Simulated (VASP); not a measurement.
# Sn (Fd-3m) in VASP: further runs

Sn is run at these levels: PBE, LDA; tasks: single point.

Everything below comes from runs of VASP 6.6.1. Logs are shortened: lines on timing, memory, paths and dates and some standing lists are left out, and cuts for length are marked.

## Step 1: The cell of the first run

The structure is cubic, space group Fd-3m (No. 227). Conventional cell: a = 6.467 Å, b = 6.467 Å, c = 6.467 Å, α = 90.00°, β = 90.00°, γ = 90.00°. Within 3.7 Å of Sn (site symmetry -43m) lie 4 Sn at 2.80 Å.

## Step 2: Single point, PBE

Input file INCAR:

```
ALGO = Normal
EDIFF = 1E-6
ENCUT = 520
GGA = PE
ISIF = 2
ISMEAR = 1
LASPH = T
LCHARG = T
LELF = T
LREAL = F
LVHAR = T
LWAVE = F
NBANDS = 21
NELM = 100
PREC = Accurate
SIGMA = 0.005
```

Input file KPOINTS:

```
k-points
0
Gamma
  6 6 6
```

Input file POSCAR:

```
Sn
1.0
    0.0000000000      3.2333428000      3.2333428000
    3.2333428000      0.0000000000      3.2333428000
    3.2333428000      3.2333428000      0.0000000000
Sn
2
Direct
    0.7500000000      0.7500000000      0.7500000000
    0.5000000000      0.5000000000      0.5000000000
```

Potentials or basis: VASP PAW PBE potentials, release 64 (Sn_d).

Command:

```console
cat potpaw_PBE.64/Sn_d/POTCAR > POTCAR
mpirun -np 1 vasp_std > vasp.out
```

OUTCAR:

```text
EDIFF = 1E-6
   ENCUT = 520
   GGA = PE
   ISIF = 2
   ISMEAR = 1
   LASPH = T
   LREAL = F
   NELM = 100
   PREC = Accurate

 ion  position               nearest neighbor table
   1  0.750  0.750  0.750-   2 2.80   2 2.80   2 2.80   2 2.80
   2  0.500  0.500  0.500-   1 2.80   1 2.80   1 2.80   1 2.80

  LATTYP: Found a face centered cubic cell.
 ALAT       =     6.4666856000

  Lattice vectors:

 A1 = (   0.0000000000,   3.2333428000,   3.2333428000)
 A2 = (   3.2333428000,   0.0000000000,   3.2333428000)
 A3 = (   3.2333428000,   3.2333428000,   0.0000000000)

Analysis of symmetry for initial positions (statically):
=====================================================================
 Subroutine PRICEL returns:
 Original cell was already a primitive cell.

 Routine SETGRP: Setting up the symmetry group for a
 face centered cubic supercell.

 Subroutine GETGRP returns: Found 48 space group operations
 (whereof 24 operations were pure point group operations)
 out of a pool of 48 trial point group operations.

The static configuration has the point symmetry T_d .
 The point group associated with its full space group is O_h .

Analysis of symmetry for dynamics (positions and initial velocities):
=====================================================================
 Subroutine PRICEL returns:
 Original cell was already a primitive cell.

 Routine SETGRP: Setting up the symmetry group for a
 face centered cubic supercell.

 Subroutine GETGRP returns: Found 48 space group operations
 (whereof 24 operations were pure point group operations)
 out of a pool of 48 trial point group operations.

The dynamic configuration has the point symmetry T_d .
 The point group associated with its full space group is O_h .

 Subroutine INISYM returns: Found 48 space group operations
 (whereof 24 operations are pure point group operations),
 and found     1 'primitive' translations

----------------------------------------------------------------------------------------

                                     Primitive cell

  volume of cell :      67.6060

  direct lattice vectors                    reciprocal lattice vectors
     0.000000000  3.233342800  3.233342800    -0.154638723  0.154638723  0.154638723
     3.233342800  0.000000000  3.233342800     0.154638723 -0.154638723  0.154638723
     3.233342800  3.233342800  0.000000000     0.154638723  0.154638723 -0.154638723

  length of vectors
     4.572637240  4.572637240  4.572637240     0.267842124  0.267842124  0.267842124

  position of ions in fractional coordinates (direct lattice)
     0.750000000  0.750000000  0.750000000
     0.500000000  0.500000000  0.500000000

  ion indices of the primitive-cell ions
   primitive index   ion index
                 1           1
                 2           2

----------------------------------------------------------------------------------------

 KPOINTS: k-points

Automatic generation of k-mesh.
 Grid dimensions read from file:
 generate k-points for:    6    6    6

 Generating k-lattice:

  Cartesian coordinates                     Fractional coordinates (reciprocal lattice)
    -0.025773120  0.025773120  0.025773120     0.166666667  0.000000000  0.000000000
     0.025773120 -0.025773120  0.025773120     0.000000000  0.166666667  0.000000000
     0.025773120  0.025773120 -0.025773120     0.000000000  0.000000000  0.166666667

  Length of vectors
     0.044640354  0.044640354  0.044640354

  Shift w.r.t. Gamma in fractional coordinates (k-lattice)
     0.000000000  0.000000000  0.000000000

 Subroutine IBZKPT returns following result:
 ===========================================

 Found     16 irreducible k-points:

 Following reciprocal coordinates:
            Coordinates               Weight
  0.000000  0.000000  0.000000      1.000000
  0.166667  0.000000  0.000000      8.000000
  0.333333  0.000000  0.000000      8.000000
  0.500000  0.000000  0.000000      4.000000
  0.166667  0.166667  0.000000      6.000000
  0.333333  0.166667  0.000000     24.000000
[... 8 lines left out ...]
 -0.333333  0.333333  0.166667     24.000000
 -0.333333  0.500000  0.166667     12.000000
   k-points           NKPTS =     16   k-points in BZ     NKDIM =     16   number of bands    NBANDS=     21
   number of dos      NEDOS =    301   number of ions     NIONS =      2
   total plane-waves  NPLWV =  46656
   dimension x,y,z NGX =    36 NGY =   36 NGZ =   36
   dimension x,y,z NGXF=    72 NGYF=   72 NGZF=   72
   ions per type =               2
   NGX,Y,Z   is equivalent  to a cutoff of  13.09, 13.09, 13.09 a.u.
   NGXF,Y,Z  is equivalent  to a cutoff of  26.18, 26.18, 26.18 a.u.
 SYSTEM =  unknown system
   PREC   = accura    normal or accurate (medium, high low for compatibility)
   ISTART =      0    job   : 0-new  1-cont  2-samecut
   ICHARG =      2    charge: 1-file 2-atom 10-const
   ISPIN  =      1    spin polarized calculation?
   LNONCOLLINEAR =      F non collinear calculations
   LSORBIT =      F    spin-orbit coupling
   LASPH  =      T    aspherical Exc in radial PAW
   ENCUT  =  520.0 eV  38.22 Ry    6.18 a.u.   8.50  8.50  8.50*2*pi/ulx,y,z
   NELM   =    100;   NELMIN=  2; NELMDL= -5     # of ELM steps
   EDIFF  = 0.1E-05   stopping-criterion for ELM
   LREAL  =      F    real-space projection
   EDIFFG = 0.1E-04   stopping-criterion for IOM
   NSW    =      0    number of steps for IOM
   IBRION =     -1    ionic relax: 0-MD 1-quasi-New 2-CG
   NFREE  =      0    steps in history (QN), initial steepest desc. (CG)
   ISIF   =      2    stress and relaxation
   ISYM   =      2    0-nonsym 1-usesym 2-fastsym
   POTIM  = 0.5000    time-step for ionic-motion
   TEBEG  =    0.0;   TEEND  =   0.0 temperature during run
   PSTRESS=    0.0 pullay stress
   NELECT =      28.0000    total number of electrons
   NUPDOWN=      -1.0000    fix difference up-down
   EMIN   =  10.00;   EMAX   =-10.00  energy-range for DOS
   EFERMI =   0.00;   METHOD = LEGACY
   ISMEAR =     1;   SIGMA  =   0.01  broadening in eV -4-tet -1-fermi 0-gaus
   EFERMI_NEDOS =   21; number of points for ismear=-14 and -15
   IALGO  =     38    algorithm
   IMIX   =      4    mixing-type and parameters
     AMIX     =   0.40;   BMIX     =  1.00
     AMIX_MAG =   1.60;   BMIX_MAG =  1.00
  volume/ion in A,a.u.               =      33.80       228.11
  Fermi-wavevector in a.u.,A,eV,Ry     =   1.220298  2.306028 20.260793  1.489126
  Thomas-Fermi vector in A             =   2.355520
   LORBIT       =      0    0 simple, 1 ext, 2 COOP (PROOUT), +10 PAW based schemes
   GGA     = PE    functional components
   LHFCALC =     F    Hartree Fock is set to
   AEXX    =    0.0000 exact exchange contribution
   IVDW    =     0    specifies the selected vdW correction
   LEPSILON=     F    determine dielectric tensor
   LRPA    =     F    only Hartree local field effects (RPA)
 non-spin polarized calculation
 Methfessel and Paxton  Order N= 1 SIGMA  =   0.01
  energy-cutoff  :      520.00
  volume of cell :       67.61
 maximum number of plane-waves:      1853
 NGX is ok and might be reduce to    36
   NGX = 17   NGY = 17   NGZ = 17

 number of electron      28.0000008 magnetization

 Free energy of the ion-electron system (eV)
  ---------------------------------------------------
  ext. energy  EPLUGINS =         0.00000000
  ---------------------------------------------------
  free energy    TOTEN  =        -7.59158719 eV

  energy without entropy =       -7.59156107  energy(sigma->0) =       -7.59157849

 E-fermi :   5.7746     XC(G=0):  -8.9173

 val. band max:        5.7746478080   @ k =   0.5000   0.0000   0.0000
 cond. band min:       5.8466324550   @ k =   0.0000   0.0000   0.0000
 fundamental gap:      0.0719846470
 Fermi energy:         5.7746478080

 k-point     1 :       0.0000    0.0000    0.0000
  band No.  band energies     occupation
      1     -15.9423      2.00000
      2     -15.9423      2.00000
      3     -15.9423      2.00000
      4     -15.8813      2.00000
      5     -15.8813      2.00000
      6     -15.5635      2.00000
[... 13 lines left out ...]
     20      13.7442      0.00000
     21      13.7442      0.00000

 k-point     2 :       0.1667    0.0000    0.0000
  band No.  band energies     occupation
      1     -15.9590      2.00000
      2     -15.9590      2.00000
      3     -15.9357      2.00000
      4     -15.8569      2.00000
      5     -15.8569      2.00000
      6     -15.5939      2.00000
[... 13 lines left out ...]
     20      12.6765      0.00000
     21      12.6765      0.00000

 k-point     3 :       0.3333    0.0000    0.0000
  band No.  band energies     occupation
      1     -15.9751      2.00000
      2     -15.9751      2.00000
      3     -15.9221      2.00000
      4     -15.8280      2.00000
      5     -15.8280      2.00000
      6     -15.6178      2.00000
[... 13 lines left out ...]
     20      13.1067      0.00000
     21      13.1067      0.00000

 k-point     4 :       0.5000    0.0000    0.0000
  band No.  band energies     occupation
      1     -15.9795      2.00000
      2     -15.9795      2.00000
      3     -15.9149      2.00000
      4     -15.8190      2.00000
      5     -15.8190      2.00000
      6     -15.6241      2.00000
[... 13 lines left out ...]
     20      14.5821      0.00000
     21      14.5822      0.00000

 k-point     5 :       0.1667    0.1667    0.0000
  band No.  band energies     occupation
      1     -15.9571      2.00000
      2     -15.9571      2.00000
      3     -15.9516      2.00000
      4     -15.8588      2.00000
      5     -15.8289      2.00000
      6     -15.6424      2.00000
[... 13 lines left out ...]
     20      12.3863      0.00000
     21      14.0531      0.00000
[... 190 lines left out ...]
     20      15.1581      0.00000
     21      16.2307      0.00000

 k-point    14 :       0.5000    0.3333    0.1667
  band No.  band energies     occupation
      1     -16.0013      2.00000
      2     -15.9956      2.00000
      3     -15.8812      2.00000
      4     -15.7983      2.00000
      5     -15.7499      2.00000
      6     -15.7220      2.00000
[... 13 lines left out ...]
     20      13.8776      0.00000
     21      15.6125      0.00000

 k-point    15 :      -0.3333    0.3333    0.1667
  band No.  band energies     occupation
      1     -16.0155      2.00000
      2     -16.0005      2.00000
      3     -15.8477      2.00000
      4     -15.7711      2.00000
      5     -15.7402      2.00000
      6     -15.7269      2.00000
[... 13 lines left out ...]
     20      15.1526      0.00000
     21      15.4885      0.00000

 k-point    16 :      -0.3333    0.5000    0.1667
  band No.  band energies     occupation
      1     -16.0092      2.00000
      2     -16.0092      2.00000
      3     -15.8156      2.00000
      4     -15.8156      2.00000
      5     -15.7196      2.00000
      6     -15.7196      2.00000
[... 13 lines left out ...]
     20      14.8903      0.00000
     21      16.0528      0.00000

------------------------ aborting loop because EDIFF is reached ----------------------------------------

  FORCE on cell =-STRESS in cart. coord.  units (eV):
  Direction    XX          YY          ZZ          XY          YZ          ZX
  --------------------------------------------------------------------------------------
  -------------------------------------------------------------------------------------
  Total        1.6197949      1.6197949      1.6197949      0.0000000      0.0000000     -0.0000000
  in kB       38.3871054     38.3871054     38.3871054      0.0000000      0.0000000     -0.0000000
  external PRESSURE =      38.3871054 kB  Pullay stress =       0.0000000 kB

 VOLUME and BASIS-vectors are now :
 -----------------------------------------------------------------------------
  energy-cutoff  :      520.00
  volume of cell :       67.61
      direct lattice vectors                 reciprocal lattice vectors
     0.000000000  3.233342800  3.233342800    -0.154638723  0.154638723  0.154638723
     3.233342800  0.000000000  3.233342800     0.154638723 -0.154638723  0.154638723
     3.233342800  3.233342800  0.000000000     0.154638723  0.154638723 -0.154638723

 POSITION                                       TOTAL-FORCE (eV/Angst)
 -----------------------------------------------------------------------------------
      4.85001      4.85001      4.85001         0.000000      0.000000     -0.000000
      3.23334      3.23334      3.23334        -0.000000     -0.000000      0.000000
 -----------------------------------------------------------------------------------
    total drift:                                0.000000      0.000000      0.000000

  FREE ENERGIE OF THE ION-ELECTRON SYSTEM (eV)
  ---------------------------------------------------
  free  energy   TOTEN  =        -7.5915871930 eV

  energy  without entropy=       -7.5915610732  energy(sigma->0) =       -7.59157849
```

Wall time 41 s (1 thread of Intel Xeon 8259CL, shared host); peak memory 0.2 GiB.

What came out:

```
Free energy            : -7.5916 eV
Pressure               : 3.8 GPa
Band gap on the k mesh : zero (band 14 reaches 5.85 eV, above the bottom of band 15 at 5.77 eV)
```

Caveat: spin-orbit coupling is left out, which moves the levels of the heavy elements.

(Continued in part 2 of 2.)
